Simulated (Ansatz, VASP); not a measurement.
HfN in VASP and in Ansatz

```xyz
4
Lattice="0.0000 -2.2340 -2.2340 0.0000 2.2340 -2.2340 4.4680 0.0000 0.0000" Properties=species:S:1:pos:R:3 pbc="T T T"
Hf    2.2340   -0.0420   -2.2340
Hf    0.0000    0.0420    0.0000
N     0.0000    0.0233   -2.2340
N     2.2340   -0.0233    0.0000
```

Change from the starting cell: mode 4 frozen in at -0.042 Å and mode 11 at +0.000 Å (largest displacements).

Alike in both runs: task single point; functional LDA; k mesh 14 × 14 × 10; occupations gaussian, width 0.15 eV; no spin polarisation.

|  | VASP | Ansatz |
| --- | --- | --- |
| version | VASP 6.6.1 | Ansatz 0.2.0 |
| potentials or method | VASP PAW LDA potentials, release 64 (Hf_pv, N), cutoff 520 eV | scalar-relativistic, plane waves, PAW |
| valence electrons in the cell | 30 | 62 |

VASP gave:

```
gap on the k mesh at the Fermi level (eV)                     : none
pressure (GPa)                                                : -1.0
traceless stress, the component that is largest in VASP (GPa) : -0.45
rms of the force components (eV/Å)                            : 0.257
```

Task: What did Ansatz give for the same quantities?

Result: gap on the k mesh at the Fermi level (eV): none; pressure (GPa): 0.2; traceless stress, the component that is largest in VASP (GPa): -0.46; rms of the force components (eV/Å): 0.254.

Ansatz warns that its potentials were made for another functional, while VASP's fit it. LDA's correlation is that of Perdew and Zunger in VASP and of Perdew and Wang (1992) in Ansatz. Atom by atom the forces differ by 0.003 eV/Å (rms over components). A gap of «none» marks a metal or a gap that the smearing closes. VASP's potentials hold 30 valence electrons a cell and Ansatz's 62, so a difference there can come from the potentials and not from the codes.

Neither program's run includes spin-orbit coupling.
